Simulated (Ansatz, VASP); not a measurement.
**B4Pd: VASP beside Ansatz**

File INCAR:

```
ALGO     = Normal         # electronic algorithm
EDIFF    = 1E-7           # SCF threshold, eV
EDIFFG   = -0.01          # ionic threshold
ENCUT    = 600            # plane-wave cutoff, eV
GGA      = PE             # functional
IBRION   = 2              # ionic algorithm
ISIF     = 3              # what is computed and relaxed
ISMEAR   = 0              # smearing method
LASPH    = True           # aspherical terms in the spheres
LCHARG   = False          # write CHGCAR
LREAL    = False          # projectors in reciprocal space
LWAVE    = False          # write WAVECAR
NELM     = 80             # most SCF steps
NSW      = 100            # ionic steps
PREC     = Accurate       # precision mode
SIGMA    = 0.1            # smearing width, eV
```

File KPOINTS:

```
k-points
0
Gamma
  12 12 6
```

Contents of POSCAR:

```
B4Pd
1.0
    3.0085595785      0.0000000000      0.0000000000
   -1.5042797893      2.6054890238      0.0000000000
    0.0000000000      0.0000000000      5.9447495021
B Pd
4 1
Direct
    0.0000000000      0.0000000000      0.3250694122
    0.0000000000      0.0000000000      0.6749305878
    0.3333333333      0.6666666667      0.6431354947
    0.3333333333      0.6666666667      0.3568645053
    0.3333333333      0.6666666667      0.0000000000
```

Input for Ansatz:

```yaml
crystal:
  lattice:
    - [3.0085595785, 0.0, 0.0]
    - [-1.5042797893, 2.6054890238, 0.0]
    - [0.0, 0.0, 5.9447495021]
  atoms:
    - { symbol: B, position: [0.0, 0.0, 0.3250694122] }
    - { symbol: B, position: [0.0, 0.0, 0.6749305878] }
    - { symbol: B, position: [0.3333333333, 0.6666666667, 0.6431354947] }
    - { symbol: B, position: [0.3333333333, 0.6666666667, 0.3568645053] }
    - { symbol: Pd, position: [0.3333333333, 0.6666666667, 0.0] }
basis:
  ecutwfc: 420
kpoints:
  mp_grid: { grid: [12, 12, 6] }
hamiltonian:
  xc: pbe
scf:
  occupations: { method: gaussian, width: 0.1 }
output:
  forces: true
  stress: true
  eigenvalues: true
relax:
  adjacent_minimum: "off"
  f_tol: 0.01
  max_steps: 80
  cell: { stress_tol: 0.05 }
```

Alike in both runs: task relaxation of cell and atoms; functional PBE; k mesh 12 × 12 × 6; occupations gaussian, width 0.1 eV; no spin polarisation.

```csv
,VASP,Ansatz
version,VASP 6.6.1,Ansatz 0.2.0
potentials or method,"VASP PAW PBE potentials, release 64 (B, Pd), cutoff 600 eV","scalar-relativistic, plane waves, PAW"
valence electrons in the cell,22,30
```

```tsv
	VASP	Ansatz	Ansatz less VASP
gap on the k mesh at the Fermi level, each at its own relaxed structure (eV)	none	none	-
relaxed volume (Å³/atom)	9.32	9.32	+0.003
relaxed cell length with the largest relative difference (Å)	3.011	3.011	+0.0003
```

A gap of «none» marks a metal or a gap that the smearing closes. VASP's potentials hold 22 valence electrons a cell and Ansatz's 30, so a difference there can come from the potentials and not from the codes.
